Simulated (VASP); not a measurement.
# Se2O (antifluorite type) (Fm-3m) in VASP: single point with PBE

Aim: the single point of Se2O (antifluorite type) with PBE.

Everything below comes from runs of VASP 6.6.1. Logs are shortened: lines on timing, memory, paths and dates and some standing lists are left out, and cuts for length are marked.

## Step 1: The cell of the first run

It takes space group Fm-3m (No. 225, cubic). The conventional cell has a = 5.922 Å, b = 5.922 Å, c = 5.922 Å, α = 90.00°, β = 90.00°, γ = 90.00°. Within 3.4 Å of Se (site symmetry -43m) lie 4 O at 2.56 Å and 6 Se at 2.96 Å. Within 3.4 Å of O (site symmetry m-3m) lie 8 Se at 2.56 Å.

## Step 2: Single point, PBE

The input, INCAR:

```
SYSTEM = Se2O
PREC = Accurate
ENCUT = 520
EDIFF = 1E-7
ISMEAR = -1
SIGMA = 0.06122561905347299
LREAL = .False.
LASPH = .True.
NELM = 60
ALGO = Normal
ISIF = 2
LWAVE = .False.
LCHARG = .False.
GGA = PE
NBANDS = 16
```

The input, KPOINTS:

```
regular mesh
0
Gamma
  32 32 32
  0 0 0
```

The input, POSCAR:

```
Se2O
1.0
    0.0000000000      2.9608645523      2.9608645523
    2.9608645523      0.0000000000      2.9608645523
    2.9608645523      2.9608645523      0.0000000000
Se O
2 1
Direct
    0.2500000000      0.2500000000      0.2500000000
    0.7500000000      0.7500000000      0.7500000000
    0.0000000000      0.0000000000      0.0000000000
```

Potentials or basis: VASP PAW PBE potentials, release 64 (Se, O).

Run with:

```console
$ cat potpaw_PBE.64/Se/POTCAR potpaw_PBE.64/O/POTCAR > POTCAR
$ mpirun -np 1 vasp_std > vasp.out
```

OUTCAR:

```text
SYSTEM = Se2O
   PREC = Accurate
   ENCUT = 520
   EDIFF = 1E-7
   ISMEAR = -1
   LREAL = .False.
   LASPH = .True.
   NELM = 60
   ISIF = 2
   GGA = PE

 ion  position               nearest neighbor table
   1  0.250  0.250  0.250-
   2  0.750  0.750  0.750-
   3  0.000  0.000  0.000-

  LATTYP: Found a face centered cubic cell.
 ALAT       =     5.9217291046

  Lattice vectors:

 A1 = (   0.0000000000,   2.9608645523,   2.9608645523)
 A2 = (   2.9608645523,   0.0000000000,   2.9608645523)
 A3 = (   2.9608645523,   2.9608645523,   0.0000000000)

Analysis of symmetry for initial positions (statically):
=====================================================================
 Subroutine PRICEL returns:
 Original cell was already a primitive cell.

 Routine SETGRP: Setting up the symmetry group for a
 face centered cubic supercell.

 Subroutine GETGRP returns: Found 48 space group operations
 (whereof 48 operations were pure point group operations)
 out of a pool of 48 trial point group operations.

The static configuration has the point symmetry O_h .

Analysis of symmetry for dynamics (positions and initial velocities):
=====================================================================
 Subroutine PRICEL returns:
 Original cell was already a primitive cell.

 Routine SETGRP: Setting up the symmetry group for a
 face centered cubic supercell.

 Subroutine GETGRP returns: Found 48 space group operations
 (whereof 48 operations were pure point group operations)
 out of a pool of 48 trial point group operations.

The dynamic configuration has the point symmetry O_h .

 Subroutine INISYM returns: Found 48 space group operations
 (whereof 48 operations are pure point group operations),
 and found     1 'primitive' translations

----------------------------------------------------------------------------------------

                                     Primitive cell

  volume of cell :      51.9141

  direct lattice vectors                    reciprocal lattice vectors
     0.000000000  2.960864552  2.960864552    -0.168869596  0.168869596  0.168869596
     2.960864552  0.000000000  2.960864552     0.168869596 -0.168869596  0.168869596
     2.960864552  2.960864552  0.000000000     0.168869596  0.168869596 -0.168869596

  length of vectors
     4.187294806  4.187294806  4.187294806     0.292490720  0.292490720  0.292490720

  position of ions in fractional coordinates (direct lattice)
     0.250000000  0.250000000  0.250000000
     0.750000000  0.750000000  0.750000000
     0.000000000  0.000000000  0.000000000

  ion indices of the primitive-cell ions
   primitive index   ion index
                 1           1
                 2           2
                 3           3

----------------------------------------------------------------------------------------

 KPOINTS: regular mesh

Automatic generation of k-mesh.
 Grid dimensions read from file:
 generate k-points for:   32   32   32

 Generating k-lattice:

  Cartesian coordinates                     Fractional coordinates (reciprocal lattice)
    -0.005277175  0.005277175  0.005277175     0.031250000  0.000000000  0.000000000
     0.005277175 -0.005277175  0.005277175     0.000000000  0.031250000  0.000000000
     0.005277175  0.005277175 -0.005277175     0.000000000  0.000000000  0.031250000

  Length of vectors
     0.009140335  0.009140335  0.009140335

  Shift w.r.t. Gamma in fractional coordinates (k-lattice)
     0.000000000  0.000000000  0.000000000

 Subroutine IBZKPT returns following result:
 ===========================================

 Found    897 irreducible k-points:

 Following reciprocal coordinates:
            Coordinates               Weight
  0.000000  0.000000  0.000000      1.000000
  0.031250  0.000000  0.000000      8.000000
  0.062500  0.000000  0.000000      8.000000
  0.093750  0.000000  0.000000      8.000000
  0.125000  0.000000  0.000000      8.000000
  0.156250  0.000000  0.000000      8.000000
[... 16 lines left out ...]
  0.187500  0.031250  0.000000     24.000000
  0.218750  0.031250  0.000000     24.000000
 [... further k-points ...]
   k-points           NKPTS =    897   k-points in BZ     NKDIM =    897   number of bands    NBANDS=     16
   number of dos      NEDOS =    301   number of ions     NIONS =      3
   total plane-waves  NPLWV =  32768
   dimension x,y,z NGX =    32 NGY =   32 NGZ =   32
   dimension x,y,z NGXF=    64 NGYF=   64 NGZF=   64
   ions per type =               2   1
   NGX,Y,Z   is equivalent  to a cutoff of  12.70, 12.70, 12.70 a.u.
   NGXF,Y,Z  is equivalent  to a cutoff of  25.41, 25.41, 25.41 a.u.
 SYSTEM =  Se2O
   PREC   = accura    normal or accurate (medium, high low for compatibility)
   ISTART =      0    job   : 0-new  1-cont  2-samecut
   ICHARG =      2    charge: 1-file 2-atom 10-const
   ISPIN  =      1    spin polarized calculation?
   LNONCOLLINEAR =      F non collinear calculations
   LSORBIT =      F    spin-orbit coupling
   LASPH  =      T    aspherical Exc in radial PAW
   ENCUT  =  520.0 eV  38.22 Ry    6.18 a.u.   7.79  7.79  7.79*2*pi/ulx,y,z
   NELM   =     60;   NELMIN=  2; NELMDL= -5     # of ELM steps
   EDIFF  = 0.1E-06   stopping-criterion for ELM
   LREAL  =      F    real-space projection
   EDIFFG = 0.1E-05   stopping-criterion for IOM
   NSW    =      0    number of steps for IOM
   IBRION =     -1    ionic relax: 0-MD 1-quasi-New 2-CG
   NFREE  =      0    steps in history (QN), initial steepest desc. (CG)
   ISIF   =      2    stress and relaxation
   ISYM   =      2    0-nonsym 1-usesym 2-fastsym
   POTIM  = 0.5000    time-step for ionic-motion
   TEBEG  =    0.0;   TEEND  =   0.0 temperature during run
   PSTRESS=    0.0 pullay stress
   NELECT =      18.0000    total number of electrons
   NUPDOWN=      -1.0000    fix difference up-down
   EMIN   =  10.00;   EMAX   =-10.00  energy-range for DOS
   EFERMI =   0.00;   METHOD = LEGACY
   ISMEAR =    -1;   SIGMA  =   0.06  broadening in eV -4-tet -1-fermi 0-gaus
   EFERMI_NEDOS =   21; number of points for ismear=-14 and -15
   IALGO  =     38    algorithm
   IMIX   =      4    mixing-type and parameters
     AMIX     =   0.40;   BMIX     =  1.00
     AMIX_MAG =   1.60;   BMIX_MAG =  1.00
  volume/ion in A,a.u.               =      17.30       116.78
  Fermi-wavevector in a.u.,A,eV,Ry     =   1.150104  2.173381 17.996961  1.322739
  Thomas-Fermi vector in A             =   2.286770
   LORBIT       =      0    0 simple, 1 ext, 2 COOP (PROOUT), +10 PAW based schemes
   GGA     = PE    functional components
   LHFCALC =     F    Hartree Fock is set to
   AEXX    =    0.0000 exact exchange contribution
   IVDW    =     0    specifies the selected vdW correction
   LEPSILON=     F    determine dielectric tensor
   LRPA    =     F    only Hartree local field effects (RPA)
 non-spin polarized calculation
  energy-cutoff  :      520.00
  volume of cell :       51.91
 maximum number of plane-waves:      1412
   NGX = 15   NGY = 15   NGZ = 15

 number of electron      17.9999996 magnetization

 Free energy of the ion-electron system (eV)
  ---------------------------------------------------
  ext. energy  EPLUGINS =         0.00000000
  ---------------------------------------------------
  free energy    TOTEN  =        -9.45935316 eV

  energy without entropy =       -9.43176940  energy(sigma->0) =       -9.44556128

 E-fermi :   4.3836     XC(G=0): -10.3688

 val. band max:        4.3833719312   @ k =   0.3125   0.2500   0.0000
 cond. band min:       4.3836481420   @ k =  -0.3750   0.3750   0.1562
 fundamental gap:      0.0002762108
 Fermi energy:         4.3835895225

 k-point     1 :       0.0000    0.0000    0.0000
  band No.  band energies     occupation
      1     -13.9413      2.00000
      2      -9.0026      2.00000
      3      -6.2147      2.00000
      4       1.0034      2.00000
      5       1.0034      2.00000
      6       1.0034      2.00000
[... 8 lines left out ...]
     15      12.2950      0.00000
     16      13.8173      0.00000

 k-point     2 :       0.0312    0.0000    0.0000
  band No.  band energies     occupation
      1     -13.9356      2.00000
      2      -9.0055      2.00000
      3      -6.2307      2.00000
      4       0.8185      2.00000
      5       0.9269      2.00000
      6       0.9269      2.00000
[... 8 lines left out ...]
     15      12.3245      0.00000
     16      13.8224      0.00000

 k-point     3 :       0.0625    0.0000    0.0000
  band No.  band energies     occupation
      1     -13.9183      2.00000
      2      -9.0141      2.00000
      3      -6.2788      2.00000
      4       0.6070      2.00000
      5       0.8056      2.00000
      6       0.8056      2.00000
[... 8 lines left out ...]
     15      12.4006      0.00000
     16      13.8218      0.00000

 k-point     4 :       0.0938    0.0000    0.0000
  band No.  band energies     occupation
      1     -13.8901      2.00000
      2      -9.0278      2.00000
      3      -6.3580      2.00000
      4       0.4366      2.00000
      5       0.6841      2.00000
      6       0.6841      2.00000
[... 8 lines left out ...]
     15      12.4864      0.00000
     16      13.8690      0.00000

 k-point     5 :       0.1250    0.0000    0.0000
  band No.  band energies     occupation
      1     -13.8515      2.00000
      2      -9.0455      2.00000
      3      -6.4670      2.00000
      4       0.3139      2.00000
      5       0.5687      2.00000
      6       0.5687      2.00000
[... 8 lines left out ...]
     15      12.5495      0.00000
     16      13.9099      0.00000

 k-point     6 :       0.1562    0.0000    0.0000
  band No.  band energies     occupation
      1     -13.8033      2.00000
      2      -9.0657      2.00000
      3      -6.6029      2.00000
      4       0.2408      2.00000
      5       0.4615      2.00000
      6       0.4615      2.00000
[... 8 lines left out ...]
     15      12.9124      0.00000
     16      13.9643      0.00000

 k-point     7 :       0.1875    0.0000    0.0000
  band No.  band energies     occupation
      1     -13.7468      2.00000
      2      -9.0870      2.00000
      3      -6.7620      2.00000
      4       0.2162      2.00000
      5       0.3635      2.00000
      6       0.3635      2.00000
[... 8 lines left out ...]
     15      13.3251      0.00000
     16      14.0360      0.00000

 k-point     8 :       0.2188    0.0000    0.0000
  band No.  band energies     occupation
      1     -13.6835      2.00000
      2      -9.1077      2.00000
      3      -6.9391      2.00000
      4       0.2370      2.00000
      5       0.2752      2.00000
      6       0.2752      2.00000
[... 8 lines left out ...]
     15      13.7570      0.00000
     16      14.1473      0.00000

 k-point     9 :       0.2500    0.0000    0.0000
  band No.  band energies     occupation
      1     -13.6152      2.00000
      2      -9.1261      2.00000
      3      -7.1285      2.00000
      4       0.1970      2.00000
      5       0.1970      2.00000
      6       0.2980      2.00000
[... 8 lines left out ...]
     15      14.0646      0.00000
     16      14.4340      0.00000
[... 172 lines left out ...]
 k-point    19 :       0.0625    0.0312    0.0000
  band No.  band energies     occupation
      1     -13.9202      2.00000
      2      -9.0133      2.00000
      3      -6.2729      2.00000
      4       0.6292      2.00000
      5       0.6747      2.00000
      6       0.9735      2.00000
[... 8 lines left out ...]
     15      12.4254      0.00000
     16      13.8006      0.00000

 k-point    20 :       0.0938    0.0312    0.0000
  band No.  band energies     occupation
      1     -13.8957      2.00000
      2      -9.0254      2.00000
      3      -6.3411      2.00000
      4       0.4545      2.00000
      5       0.5501      2.00000
      6       0.8808      2.00000
[... 8 lines left out ...]
     15      12.5562      0.00000
     16      13.8287      0.00000

 k-point    21 :       0.1250    0.0312    0.0000
  band No.  band energies     occupation
      1     -13.8606      2.00000
      2      -9.0418      2.00000
      3      -6.4393      2.00000
      4       0.3185      2.00000
      5       0.4334      2.00000
      6       0.7712      2.00000
[... 8 lines left out ...]
     15      12.7367      0.00000
     16      13.8854      0.00000

 k-point    22 :       0.1562    0.0312    0.0000
  band No.  band energies     occupation
      1     -13.8156      2.00000
      2      -9.0612      2.00000
      3      -6.5654      2.00000
      4       0.2288      2.00000
      5       0.3261      2.00000
      6       0.6616      2.00000
[... 8 lines left out ...]
     15      13.0237      0.00000
     16      13.9407      0.00000

 k-point    23 :       0.1875    0.0312    0.0000
  band No.  band energies     occupation
      1     -13.7618      2.00000
      2      -9.0822      2.00000
      3      -6.7161      2.00000
      4       0.1866      2.00000
      5       0.2295      2.00000
      6       0.5571      2.00000
[... 8 lines left out ...]
     15      13.3982      0.00000
     16      14.0118      0.00000

 k-point    24 :       0.2188    0.0313    0.0000
  band No.  band energies     occupation
      1     -13.7007      2.00000
      2      -9.1031      2.00000
      3      -6.8867      2.00000
      4       0.1440      2.00000
      5       0.1894      2.00000
      6       0.4600      2.00000
[... 8 lines left out ...]
     15      13.7948      0.00000
     16      14.1345      0.00000

 [... further k-points ...]
[... 5 lines left out ...]
  --------------------------------------------------------------------------------------
  -------------------------------------------------------------------------------------
  Total       -0.9972697     -0.9972697     -0.9972697     -0.0000000     -0.0000000     -0.0000000
  in kB      -30.7777996    -30.7777996    -30.7777996     -0.0000000     -0.0000000     -0.0000000
  external PRESSURE =     -30.7777996 kB  Pullay stress =       0.0000000 kB

 VOLUME and BASIS-vectors are now :
 -----------------------------------------------------------------------------
  energy-cutoff  :      520.00
  volume of cell :       51.91
      direct lattice vectors                 reciprocal lattice vectors
     0.000000000  2.960864552  2.960864552    -0.168869596  0.168869596  0.168869596
     2.960864552  0.000000000  2.960864552     0.168869596 -0.168869596  0.168869596
     2.960864552  2.960864552  0.000000000     0.168869596  0.168869596 -0.168869596

 POSITION                                       TOTAL-FORCE (eV/Angst)
 -----------------------------------------------------------------------------------
      1.48043      1.48043      1.48043        -0.000000     -0.000000     -0.000000
      4.44130      4.44130      4.44130        -0.000000      0.000000      0.000000
      0.00000      0.00000      0.00000         0.000000      0.000000     -0.000000
 -----------------------------------------------------------------------------------
    total drift:                                0.000000     -0.000000      0.000000

  FREE ENERGIE OF THE ION-ELECTRON SYSTEM (eV)
  ---------------------------------------------------
  free  energy   TOTEN  =        -9.4593531577 eV

  energy  without entropy=       -9.4317693995  energy(sigma->0) =       -9.44556128
```

It took 19 min on 1 thread of Intel Xeon 8259CL, shared host; peak memory 0.72 GiB.

What came out:

```
Free energy            : -9.4594 eV
Pressure               : -3.1 GPa
Band gap on the k mesh : zero (bands 9 and 10 overlap by 1.45 eV)
```

Caveat: the cell stands under tension.
